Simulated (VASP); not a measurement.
# InSe in VASP: settings compared, part 2 of 2

VASP 6.6.1. The steps go on from the part before.

**5. Single point, PBEsol (29.82 Å³/atom)**

This run uses another cell than the first one, of 29.82 Å³/atom.

INCAR reads:

```
SYSTEM = InSe
ALGO = Normal
EDIFF = 1E-7
ENCUT = 520
GGA = PS
ISIF = 2
ISMEAR = -1
LASPH = .TRUE.
LCHARG = .FALSE.
LREAL = .FALSE.
LWAVE = .FALSE.
NBANDS = 27
NELM = 100
PREC = Accurate
SIGMA = 0.05
```

KPOINTS reads:

```
k-points
0
G
  8 8 8
  0 0 0
```

POSCAR reads:

```
InSe
1.0
    2.0132454191      1.1623477847      8.4958956687
   -2.0132454191      1.1623477847      8.4958956687
    0.0000000000     -2.3246955694      8.4958956687
In Se
2 2
Direct
    0.8886000000      0.8886000000      0.8886000000
    0.0000000000      0.0000000000      0.0000000000
    0.1719000000      0.1719000000      0.1719000000
    0.3835000000      0.3835000000      0.3835000000
```

Potentials or basis: VASP PAW PBE potentials, release 64 (In_d, Se).

The run is started by

```
$ cat potpaw_PBE.64/In_d/POTCAR potpaw_PBE.64/Se/POTCAR > POTCAR
$ mpirun -np 1 vasp_std > vasp.out
```

Run time: 12 min. Hardware: 1 thread of Intel Xeon 6975P-C (Granite Rapids), shared host; peak memory 0.72 GiB.

It converged, with:

```yaml
Free_energy: -15.5879 eV
Pressure: -0.7 GPa
Largest_force: 0.239 eV/Å
Band_gap_on_the_k_mesh: 0.28 eV
```

Forces on the atoms (eV/Å):
```
In   0.000  0.000  0.239
In   0.000  0.000 -0.220
Se   0.000  0.000  0.039
Se   0.000  0.000 -0.058
```

Stress tensor (GPa, compression positive):
```
-0.45  0.00  0.00
 0.00 -0.45  0.00
 0.00  0.00 -1.32
```

Levels at points of the mesh, in eV from the valence-band top:
```
           k point  band 15  band 16  band 17  band 18  band 19  band 20  band 21  band 22  band 23  band 24
(0.00, 0.00, 0.00)    -1.50    -1.29    -1.29    -1.20    -1.20     1.57     1.95     4.33     4.33     5.07
(0.50, 0.00, 0.00)    -3.41    -2.35    -2.30    -2.20    -1.64     1.14     1.86     3.55     3.89     4.74
(0.50, 0.50, 0.00)    -3.18    -2.61    -2.46    -2.02    -1.48     1.09     1.90     3.21     3.53     4.34
(0.50, 0.50, 0.50)    -1.35    -1.35    -1.12    -1.12     0.00     0.28     2.03     4.25     4.25     5.52
```

Caveat: semilocal functionals underestimate gaps, and a narrow one can read as zero; the PAW data sets were made with another functional, which shifts forces and pressure a little; spin-orbit coupling is left out, which moves the levels of the heavy elements. A k mesh can miss the band edges.

**6. Single point, PBE+D4, collinear spin (the cell strained at random)**

INCAR reads:

```
SYSTEM = InSe
ALGO = Normal ; EDIFF = 1E-6
ENCUT = 520 ; GGA = PE
ISIF = 2 ; ISMEAR = 1
ISPIN = 2 ; IVDW = 13
LASPH = .True. ; LCHARG = .False.
LORBIT = 11 ; LREAL = .False.
LWAVE = .False. ; MAGMOM = 0.5 0.5 0 0
NBANDS = 31 ; NELM = 150
PREC = Accurate ; SIGMA = 0.05
```

KPOINTS reads:

```
k-points
0
Gamma
  6 6 6
  0 0 0
```

POSCAR reads:

```
InSe
1.0
    1.9435290000      1.1406210000      8.4033470000
   -1.9884460000      1.1264360000      8.4159310000
   -0.0347430000     -2.4008390000      8.4279420000
In Se
2 2
Direct
    0.8893811241      0.8931066701      0.8843616805
    0.0021053750      0.0018094261     -0.0048497649
    0.1646779248      0.1688922806      0.1784839726
    0.3878355761      0.3801916233      0.3860041118
```

Potentials or basis: VASP PAW PBE potentials, release 64 (In_d, Se).

The run is started by

```
$ cat potpaw_PBE.64/In_d/POTCAR potpaw_PBE.64/Se/POTCAR > POTCAR
$ mpirun -np 1 vasp_std > vasp.out
```

Run time: 2.1 h. Hardware: 1 thread of Oxide Virtual Turin-like, shared host; peak memory 1.2 GiB.

The run converged. Its results:

```yaml
Free_energy: -15.4333 eV
Pressure: 0.2 GPa
Largest_force: 0.015 eV/Å
Band_gap_on_the_k_mesh: 0.44 eV
Net_moment: 0.00 μB per cell
Valence_electrons_inside_the_program's_atomic_spheres: In 11.40; Se 3.83
Dispersion_energy_per_atom: -0.325 eV
```

Forces in eV/Å, atoms in the order of the input:
```
In   0.000  0.003  0.013
In  -0.001  0.000 -0.015
Se  -0.002 -0.004 -0.013
Se   0.003  0.000  0.015
```

Stress tensor (GPa, compression positive):
```
 1.40 -0.13  0.05
-0.13 -0.39  0.21
 0.05  0.21 -0.33
```

Levels at points of the mesh, in eV from the valence-band top:
Spin up:
| k point | band 17 | band 18 | band 19 | band 20 | band 21 | band 22 |
| --- | --- | --- | --- | --- | --- | --- |
| (0.00, 0.00, 0.00) | -1.24 | -1.12 | -0.98 | 1.79 | 2.14 | 4.32 |
| (0.50, 0.00, 0.00) | -2.30 | -2.17 | -1.64 | 1.13 | 1.95 | 3.66 |
| (0.00, 0.50, 0.00) | -2.35 | -2.22 | -1.63 | 1.11 | 1.89 | 3.67 |
| (0.50, 0.50, 0.00) | -2.20 | -1.73 | -1.57 | 1.21 | 2.20 | 3.41 |
| (0.00, 0.00, 0.50) | -2.05 | -1.91 | -1.69 | 1.31 | 2.13 | 3.70 |
| (0.50, 0.00, 0.50) | -2.51 | -2.04 | -1.45 | 1.09 | 1.89 | 3.27 |
| (0.00, 0.50, 0.50) | -2.46 | -1.98 | -1.47 | 1.14 | 1.93 | 3.29 |
| (0.50, 0.50, 0.50) | -1.16 | -0.91 | 0.00 | 0.44 | 2.24 | 4.23 |
Spin down:
```tsv
k point	band 16	band 17	band 18	band 19	band 20	band 21	band 22	band 23
(0.00, 0.00, 0.00)	-1.33	-1.24	-1.12	-0.98	1.79	2.14	4.32	4.54
(0.50, 0.00, 0.00)	-2.38	-2.30	-2.17	-1.64	1.13	1.95	3.66	3.95
(0.00, 0.50, 0.00)	-2.36	-2.35	-2.22	-1.63	1.11	1.89	3.67	3.91
(0.50, 0.50, 0.00)	-2.70	-2.20	-1.73	-1.57	1.21	2.20	3.41	3.76
(0.00, 0.00, 0.50)	-2.40	-2.05	-1.91	-1.69	1.31	2.13	3.70	4.15
(0.50, 0.00, 0.50)	-2.60	-2.51	-2.04	-1.45	1.09	1.89	3.27	3.52
(0.00, 0.50, 0.50)	-2.59	-2.46	-1.98	-1.47	1.14	1.93	3.29	3.58
(0.50, 0.50, 0.50)	-1.18	-1.16	-0.91	0.00	0.44	2.24	4.23	4.46
```

Caveat: the cell differs from its parent crystal (the cell strained at random); semilocal functionals underestimate gaps, and a narrow one can read as zero; spin-orbit coupling is left out, which moves the levels of the heavy elements. A k mesh can miss the band edges.

**7. Summary**

```tsv
level	potentials or basis	spin	cell	k mesh	smearing	gap on the mesh (eV)	pressure (GPa)	largest force (eV/Å)
LDA	VASP PAW LDA potentials, release 64 (In_d, Se)	off	a = 8.632 Å, angles 26.4°, 4 atoms, atomic positions A	8 × 8 × 8	fermi-dirac 0.05 eV	0.34	0.8	0.43
LDA	VASP PAW LDA potentials, release 64 (In_d, Se)	off	a = 8.692 Å, angles 26.4°, 4 atoms, atomic positions A	8 × 8 × 8	fermi-dirac 0.05 eV	0.28	-0.3	0.34
LDA	VASP PAW LDA potentials, release 64 (In_d, Se)	off	a = 8.808 Å, angles 26.4°, 4 atoms, atomic positions A	8 × 8 × 8	fermi-dirac 0.05 eV	0.18	-2.3	0.19
PBEsol	VASP PAW PBE potentials, release 64 (In_d, Se)	off	a = 8.808 Å, angles 26.4°, 4 atoms, atomic positions A	8 × 8 × 8	fermi-dirac 0.05 eV	0.28	-0.7	0.24
PBE+D4	VASP PAW PBE potentials, release 64 (In_d, Se)	collinear	a = 8.700, b = 8.721, c = 8.763 Å, angles 26.7, 26.9, 26.1°, 4 atoms, atomic positions B	6 × 6 × 6	methfessel-paxton 0.05 eV	0.44	0.2	0.02
```

Alike in all rows: task single point; cutoff (eV) 520.

Caveats: semilocal functionals underestimate gaps, and a narrow one can read as zero; spin-orbit coupling is left out, which moves the levels of the heavy elements; the PAW data sets were made with another functional, which shifts forces and pressure a little (at least some runs).

Absolute energies hang on the potentials; compare differences alone.
